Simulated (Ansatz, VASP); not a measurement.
# EuGe2 in VASP and in Ansatz

```
CELL_PARAMETERS angstrom
4.49894 0.00000 0.00000
-2.24947 3.89619 0.00000
0.00000 0.00000 4.42913
ATOMIC_POSITIONS crystal
Eu 0.00000 0.00000 0.00000
Ge 0.66667 0.33333 0.51573
Ge 0.33333 0.66667 0.48427
```

Change from the starting cell: volume scaled by 1.1, LAPW.

Alike in both runs: task single point; functional LDA; k mesh 8 × 8 × 7; occupations fermi-dirac, width 0.03 eV; collinear spin.

```csv
,VASP,Ansatz
version,VASP 6.6.1,Ansatz 0.2.0
potentials or method,"VASP PAW PBE potentials, release 64 (Eu, Ge_d), cutoff 520 eV","all-electron LAPW, scalar-relativistic"
```

```tsv
	VASP	Ansatz	Ansatz less VASP
pressure (GPa)	-7.5	-7.3	+0.22
traceless stress, the component that is largest in VASP (GPa)	-0.01	0.07	+0.080
rms of the force components (eV/Å)	0.027	0.029	+0.0021
net moment per atom (μB)	2.28	2.29	+0.008
size of the moment on the site where the two differ most (μB)	6.55	6.76	+0.214
```

VASP's potentials were made for PBE, not for LDA. LDA's correlation is that of Perdew and Zunger in VASP and of Perdew and Wang (1992) in Ansatz. Site moments also hang on the region over which each program counts them. Atom by atom the forces differ by 0.002 eV/Å (rms over components). Ansatz ran all-electron here, and VASP with PAW potentials.

Neither program's run includes spin-orbit coupling.
